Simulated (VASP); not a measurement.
# C (a cell with a defect) in VASP: notebook

The runs below take C (a cell with a defect) through single point, with PBE.

All numbers are computed with VASP 6.6.1; they aren't measurements. Logs are shortened: lines on timing, memory, paths and dates and some standing lists are left out, and cuts for length are marked.

## 1. The cell of the first run

The cell holds a defect, 15 atoms: a = 5.051 Å, b = 5.051 Å, c = 5.051 Å, α = 60.00°, β = 60.00°, γ = 60.00°.

## 2. Single point, PBE (atom 11 moved 0.250 of the way to it and +0.525 Å across, host rigid)

Input file INCAR:

```
SYSTEM = C
  PREC = Accurate
  ENCUT = 520
  EDIFF = 1E-6
  ISMEAR = 0
  SIGMA = 0.05
  LREAL = Auto
  LASPH = .True.
  NELM = 60
  ALGO = Normal
  ISIF = 2
  LWAVE = .False.
  LCHARG = .False.
  GGA = PE
  NBANDS = 43
```

Input file KPOINTS:

```
Automatic mesh
0
Gamma
  6 6 6
  0 0 0
```

Input file POSCAR:

```
C
1.0
    3.5715485858      0.0000000000     -3.5715485858
    0.0000000000      3.5715485858     -3.5715485858
    3.5715485858      3.5715485858      0.0000000000
C
15
Direct
    0.2500000000      0.2500000000      0.2500000000
    0.2500000000      0.7500000000      0.7500000000
    0.2500000000      0.7500000000      0.2500000000
    0.7500000000      0.2500000000      0.7500000000
    0.7500000000      0.2500000000      0.2500000000
    0.7500000000      0.7500000000      0.7500000000
    0.7500000000      0.7500000000      0.2500000000
    0.1250000000      0.1250000000      0.1250000000
    0.1250000000      0.1250000000      0.6250000000
    0.1250000000      0.6250000000      0.1250000000
    0.0362290358      0.5312500000      0.7162604821
    0.6250000000      0.1250000000      0.1250000000
    0.6250000000      0.1250000000      0.6250000000
    0.6250000000      0.6250000000      0.1250000000
    0.6250000000      0.6250000000      0.6250000000
```

Potentials or basis: VASP PAW PBE potentials, release 64 (C).

Launch:

```console
$ cat potpaw_PBE.64/C/POTCAR > POTCAR
$ mpirun -np 1 vasp_std > vasp.out
```

OUTCAR:

```text
SYSTEM = C
   PREC = Accurate
   ENCUT = 520
   EDIFF = 1E-6
   ISMEAR = 0
   LREAL = Auto
   LASPH = .True.
   NELM = 60
   ISIF = 2
   GGA = PE

 ion  position               nearest neighbor table
   1  0.250  0.250  0.250-   8 1.55   9 1.55  10 1.55  12 1.55
   2  0.250  0.750  0.750-   9 1.55  10 1.55  15 1.55  11 2.00
   3  0.250  0.750  0.250-   8 1.55  10 1.55  14 1.55  11 2.00
   4  0.750  0.250  0.750-   9 1.55  12 1.55  13 1.55  15 1.55
   5  0.750  0.250  0.250-   8 1.55  12 1.55  13 1.55  14 1.55
   6  0.750  0.750  0.750-  11 1.30  13 1.55  14 1.55  15 1.55
   7  0.750  0.750  0.250-  10 1.55  12 1.55  14 1.55  15 1.55
   8  0.125  0.125  0.125-   1 1.55   3 1.55   5 1.55
   9  0.125  0.125  0.625-   1 1.55   2 1.55   4 1.55
  10  0.125  0.625  0.125-   1 1.55   2 1.55   3 1.55   7 1.55
  11  0.036  0.531  0.716-   6 1.30   3 2.00   2 2.00
  12  0.625  0.125  0.125-   1 1.55   4 1.55   5 1.55   7 1.55
  13  0.625  0.125  0.625-   4 1.55   5 1.55   6 1.55
  14  0.625  0.625  0.125-   3 1.55   5 1.55   6 1.55   7 1.55
  15  0.625  0.625  0.625-   2 1.55   4 1.55   6 1.55   7 1.55

  LATTYP: Found a face centered cubic cell.
 ALAT       =     7.1430971716

  Lattice vectors:

 A1 = (   3.5715485858,   0.0000000000,  -3.5715485858)
 A2 = (   0.0000000000,   3.5715485858,  -3.5715485858)
 A3 = (   3.5715485858,   3.5715485858,   0.0000000000)

Analysis of symmetry for initial positions (statically):
=====================================================================
 Subroutine PRICEL returns:
 Original cell was already a primitive cell.

 Routine SETGRP: Setting up the symmetry group for a
 face centered cubic supercell.

 Subroutine GETGRP returns: Found  2 space group operations
 (whereof  2 operations were pure point group operations)
 out of a pool of 48 trial point group operations.

The static configuration has the point symmetry C_1h.

Analysis of symmetry for dynamics (positions and initial velocities):
=====================================================================
 Subroutine PRICEL returns:
 Original cell was already a primitive cell.

 Routine SETGRP: Setting up the symmetry group for a
 face centered cubic supercell.

 Subroutine GETGRP returns: Found  2 space group operations
 (whereof  2 operations were pure point group operations)
 out of a pool of 48 trial point group operations.

The dynamic configuration has the point symmetry C_1h.

[... 140 lines left out ...]
   EFERMI_NEDOS =   21; number of points for ismear=-14 and -15
   IALGO  =     38    algorithm
   IMIX   =      4    mixing-type and parameters
     AMIX     =   0.40;   BMIX     =  1.00
     AMIX_MAG =   1.60;   BMIX_MAG =  1.00
  volume/ion in A,a.u.               =       6.07        40.99
  Fermi-wavevector in a.u.,A,eV,Ry     =   1.424269  2.691478 27.599992  2.028542
  Thomas-Fermi vector in A             =   2.544778
   LORBIT       =      0    0 simple, 1 ext, 2 COOP (PROOUT), +10 PAW based schemes
   GGA     = PE    functional components
   LHFCALC =     F    Hartree Fock is set to
   AEXX    =    0.0000 exact exchange contribution
   IVDW    =     0    specifies the selected vdW correction
   LEPSILON=     F    determine dielectric tensor
   LRPA    =     F    only Hartree local field effects (RPA)
 non-spin polarized calculation
 Gauss-broadening in eV      SIGMA  =   0.05
  energy-cutoff  :      520.00
  volume of cell :       91.12
 maximum number of plane-waves:      2475
 NGX is ok and might be reduce to    40
   NGX = 19   NGY = 19   NGZ = 19

 number of electron      59.9999995 magnetization

 Free energy of the ion-electron system (eV)
  ---------------------------------------------------
  ext. energy  EPLUGINS =         0.00000000
  ---------------------------------------------------
  free energy    TOTEN  =      -125.62462605 eV

  energy without entropy =     -125.62071029  energy(sigma->0) =     -125.62266817

 E-fermi :   9.2931     XC(G=0): -12.9495

 val. band max:        9.2891741849   @ k =   0.1667   0.0000  -0.1667
 cond. band min:       9.3009002215   @ k =   0.1667   0.3333  -0.1667
 fundamental gap:      0.0117260366
 Fermi energy:         9.2930812808

 k-point     1 :       0.0000    0.0000    0.0000
  band No.  band energies     occupation
      1     -12.3256      2.00000
      2      -7.8306      2.00000
      3      -6.7807      2.00000
      4      -6.4537      2.00000
      5      -5.7725      2.00000
      6      -4.7836      2.00000
[... 1069 lines left out ...]
     41      17.1722      0.00000
     42      17.9672      0.00000

 [... further k-points ...]

 [bands above 42 left out]

------------------------ aborting loop because EDIFF is reached ----------------------------------------

  FORCE on cell =-STRESS in cart. coord.  units (eV):
  Direction    XX          YY          ZZ          XY          YZ          ZX
  --------------------------------------------------------------------------------------
  -------------------------------------------------------------------------------------
  Total        4.3442530      4.3442530     -6.7165406     -0.4839364      8.1269375     -8.1269374
  in kB       76.3881534     76.3881534   -118.1018071     -8.5094044    142.9018394   -142.9018369
  external PRESSURE =      11.5581665 kB  Pullay stress =       0.0000000 kB

 VOLUME and BASIS-vectors are now :
 -----------------------------------------------------------------------------
  energy-cutoff  :      520.00
  volume of cell :       91.12
      direct lattice vectors                 reciprocal lattice vectors
     3.571548586  0.000000000 -3.571548586     0.139995296 -0.139995296 -0.139995296
     0.000000000  3.571548586 -3.571548586    -0.139995296  0.139995296 -0.139995296
     3.571548586  3.571548586  0.000000000     0.139995296  0.139995296  0.139995296

 POSITION                                       TOTAL-FORCE (eV/Angst)
 -----------------------------------------------------------------------------------
      1.78577      1.78577     -1.78577        -0.158484      0.158484     -0.608158
      3.57155      5.35732     -3.57155         1.493599      1.537482     -0.002383
      1.78577      3.57155     -3.57155        -1.537482     -1.493599     -0.002383
      5.35732      3.57155     -3.57155        -0.570364      0.339375      0.768160
      3.57155      1.78577     -3.57155        -0.339375      0.570364      0.768160
      5.35732      5.35732     -5.35732        -5.305959      5.305959      4.048293
      3.57155      3.57155     -5.35732         0.062189     -0.062189     -0.350508
      0.89289      0.89289     -0.89289         1.846830      2.391147      1.732341
      2.67866      2.67866     -0.89289        -2.391147     -1.846830      1.732341
      0.89289      2.67866     -2.67866         0.104279     -0.104279     -0.302970
      2.68755      4.45554     -2.02678         6.289280     -6.289280     -9.929014
      2.67866      0.89289     -2.67866         0.053599     -0.053599     -0.034003
      4.46444      2.67866     -2.67866         2.351019     -2.351019     -1.933983
      2.67866      2.67866     -4.46444         0.295429      2.193414      2.057054
      4.46444      4.46444     -4.46444        -2.193414     -0.295429      2.057054
 -----------------------------------------------------------------------------------
    total drift:                                0.000860     -0.000860     -0.002361

  FREE ENERGIE OF THE ION-ELECTRON SYSTEM (eV)
  ---------------------------------------------------
  free  energy   TOTEN  =      -125.6246260526 eV

  energy  without entropy=     -125.6207102915  energy(sigma->0) =     -125.62266817
```

stdout:

```text
POSCAR found type information on POSCAR C
 POSCAR found :  1 types and      15 ions
 scaLAPACK will be used
 LDA part: xc-table for (Slater+PW92), standard interpolation
 POSCAR, INCAR and KPOINTS ok, starting setup
 FFT: planning ... GRIDC
 FFT: planning ... GRID_SOFT
 FFT: planning ... GRID
 WAVECAR not read
 entering main loop
```

Wall time 6.1 min (1 thread of Intel Xeon Platinum 8488C (Sapphire Rapids), shared host); peak memory 0.32 GiB.

What came out:

- Free energy: -125.6246 eV
- Pressure: 1.2 GPa
- Largest force: 13.330 eV/Å
- Band gap on the k mesh: zero (band 30 reaches 10.30 eV, above the bottom of band 31 at 9.06 eV)

Forces in eV/Å, atoms in the order of the input:
```
C   -0.158  0.158 -0.608
C    1.494  1.537 -0.002
C   -1.537 -1.494 -0.002
C   -0.570  0.339  0.768
C   -0.339  0.570  0.768
C   -5.306  5.306  4.048
C    0.062 -0.062 -0.351
C    1.847  2.391  1.732
C   -2.391 -1.847  1.732
C    0.104 -0.104 -0.303
C    6.289 -6.289 -9.929
C    0.054 -0.054 -0.034
C    2.351 -2.351 -1.934
C    0.295  2.193  2.057
C   -2.193 -0.295  2.057
```

Stress tensor (GPa, compression positive):
```
  7.64  -0.85 -14.29
 -0.85   7.64  14.29
-14.29  14.29 -11.81
```

Levels at points of the mesh, in eV from the Fermi level:
```csv
k point,band 28,band 29,band 30,band 31,band 32,band 33
"(0.00, 0.00, 0.00)",-1.46,-0.95,1.00,1.58,1.94,3.26
"(0.50, 0.00, 0.00)",-2.40,-2.36,-1.95,1.76,2.14,3.80
"(0.00, 0.50, 0.00)",-1.87,-1.24,0.11,0.23,1.29,3.76
"(0.00, 0.00, 0.50)",-2.26,-2.16,-1.70,0.51,2.07,2.82
"(0.50, 0.50, 0.00)",-3.18,-1.26,-1.22,-0.05,0.12,3.89
"(0.00, 0.50, 0.50)",-3.48,-1.94,-1.38,0.16,1.86,3.41
```

Caveat: the cell differs from its parent crystal (atom 11 moved 0.250 of the way to it and +0.525 Å across, host rigid).

## 3. Single point, PBE (atom 11 moved 0.000 of the way to it and +0.525 Å across, host rigid)

Input file INCAR:

```
SYSTEM = C
ALGO = Normal
EDIFF = 1E-6
ENCUT = 520
GGA = PE
ISIF = 2
ISMEAR = 0
LASPH = .TRUE.
LCHARG = .FALSE.
LREAL = Auto
LWAVE = .FALSE.
NBANDS = 43
NELM = 80
PREC = Accurate
SIGMA = 0.05
```

Input file KPOINTS:

```
k-points
0
G
  6 6 6
  0 0 0
```

Edit POSCAR of step 2 so:

```diff
@@ -18,3 +18,3 @@
     0.1250000000      0.6250000000      0.1250000000
-    0.0362290358      0.5312500000      0.7162604821
+    0.0049790358      0.6250000000      0.6850104821
     0.6250000000      0.1250000000      0.1250000000
```

Potentials or basis: VASP PAW PBE potentials, release 64 (C).

Launch:

```console
$ cat potpaw_PBE.64/C/POTCAR > POTCAR
$ mpirun -np 1 vasp_std > vasp.out
```

Wall time 6.6 min (1 thread of Intel Xeon Platinum 8488C (Sapphire Rapids), shared host); peak memory 0.32 GiB.

Results (log left out):

```yaml
Free_energy: -122.6140 eV
Pressure: 18.9 GPa
Largest_force: 43.905 eV/Å
Band_gap_on_the_k_mesh: zero (band 30 reaches 10.73 eV, above the bottom of band 31 at 9.24 eV)
```

Forces on the atoms (eV/Å):
```
C    -0.095   0.095  -0.724
C     0.007   2.052   0.906
C    -2.052  -0.007   0.906
C     0.139   0.370   0.177
C    -0.370  -0.139   0.177
C   -23.090  23.090  17.190
C     0.100  -0.100  -0.399
C     2.112   1.469   1.917
C    -1.469  -2.112   1.917
C     0.137  -0.137  -0.533
C    25.612 -25.612 -24.814
C    -0.066   0.066   0.009
C     0.599  -0.599  -1.728
C     1.002   2.566   2.499
C    -2.566  -1.002   2.499
```

Stress tensor (GPa, compression positive):
```
 29.03 -26.42 -21.00
-26.42  29.03  21.00
-21.00  21.00  -1.34
```

Levels at points of the mesh, in eV from the Fermi level:
```
           k point  band 26  band 27  band 28  band 29  band 30  band 31  band 32  band 33  band 34  band 35
(0.00, 0.00, 0.00)    -2.67    -2.15    -1.86    -1.03     1.17     1.33     1.65     3.02     3.55     4.13
(0.50, 0.00, 0.00)    -3.95    -3.14    -3.13    -2.65    -2.08     1.24     1.56     4.77     4.91     5.14
(0.00, 0.50, 0.00)    -4.23    -3.86    -3.35    -1.19    -0.63     0.78     1.37     3.36     3.43     5.48
(0.00, 0.00, 0.50)    -3.93    -3.52    -2.53    -2.49    -1.75     0.45     1.48     3.06     4.93     5.29
(0.50, 0.50, 0.00)    -4.45    -3.85    -2.85    -2.10    -1.37    -0.26     0.59     3.96     4.18     6.28
(0.00, 0.50, 0.50)    -4.34    -4.13    -3.80    -2.27    -1.71     0.14     1.32     2.50     4.22     5.59
```

Caveat: the cell differs from its parent crystal (atom 11 moved 0.000 of the way to it and +0.525 Å across, host rigid).

## 4. Single point, PBE (atom 11 moved 0.500 of the way to it and -0.175 Å across, host rigid)

Input file INCAR:

```
PREC = Accurate
ENCUT = 520
EDIFF = 1E-7
ISMEAR = 0
SIGMA = 0.05
LREAL = Auto
LASPH = T
NELM = 60
ALGO = Normal
ISIF = 2
LWAVE = F
LCHARG = F
GGA = PE
NBANDS = 43
```

Input file KPOINTS:

```
regular mesh
0
Gamma
  6 6 6
```

Edit POSCAR of step 3 so:

```diff
@@ -18,3 +18,3 @@
     0.1250000000      0.6250000000      0.1250000000
-    0.0049790358      0.6250000000      0.6850104821
+    0.2275069881      0.4375000000      0.6674965060
     0.6250000000      0.1250000000      0.1250000000
```

Launch:

```console
$ cat potpaw_PBE.64/C/POTCAR > POTCAR
$ mpirun -np 1 vasp_std > vasp.out
```

Run time: 6.3 min. Hardware: 1 thread of Intel Xeon Platinum 8488C (Sapphire Rapids), shared host; peak memory 0.32 GiB.

The run converged. Its results:

```yaml
Free_energy: -127.0539 eV
Pressure: -10.5 GPa
Largest_force: 3.711 eV/Å
Band_gap_on_the_k_mesh: zero (band 30 reaches 11.61 eV, above the bottom of band 31 at 8.78 eV)
```

Forces on the atoms (eV/Å):
```
C   -0.088  0.088 -0.343
C    2.737  0.756 -0.832
C   -0.756 -2.737 -0.832
C    0.475  0.142 -0.626
C   -0.142 -0.475 -0.626
C   -1.800  1.800  2.700
C   -0.093  0.093 -0.005
C    1.457  2.670  1.471
C   -2.670 -1.457  1.471
C    0.106 -0.106  0.141
C   -0.610  0.610  1.148
C    0.031 -0.031  0.125
C    0.500 -0.500 -2.861
C    0.246 -0.607 -0.465
C    0.607 -0.246 -0.465
```

Stress tensor (GPa, compression positive):
```
-10.78  15.19 -16.13
 15.19 -10.78  16.13
-16.13  16.13  -9.92
```

Levels at points of the mesh, in eV from the Fermi level:
| k point | band 26 | band 27 | band 28 | band 29 | band 30 | band 31 | band 32 | band 33 | band 34 | band 35 |
| --- | --- | --- | --- | --- | --- | --- | --- | --- | --- | --- |
| (0.00, 0.00, 0.00) | -1.63 | -1.50 | -1.47 | -1.09 | 2.57 | 2.85 | 3.05 | 3.57 | 3.63 | 4.16 |
| (0.50, 0.00, 0.00) | -3.43 | -2.78 | -2.45 | -1.84 | -1.81 | 2.37 | 3.17 | 3.85 | 3.93 | 5.67 |
| (0.00, 0.50, 0.00) | -3.66 | -3.63 | -1.21 | -0.45 | -0.39 | 0.37 | 0.37 | 5.94 | 6.02 | 6.26 |
| (0.00, 0.00, 0.50) | -3.45 | -2.89 | -2.33 | -1.81 | -1.80 | 2.10 | 2.99 | 3.90 | 4.31 | 5.70 |
| (0.50, 0.50, 0.00) | -3.73 | -3.48 | -3.19 | -1.56 | -1.37 | -0.24 | 2.21 | 3.59 | 4.93 | 6.26 |
| (0.00, 0.50, 0.50) | -3.73 | -3.52 | -3.19 | -1.62 | -1.25 | -0.26 | 2.38 | 3.46 | 4.90 | 6.17 |

Caveat: the cell differs from its parent crystal (atom 11 moved 0.500 of the way to it and -0.175 Å across, host rigid).
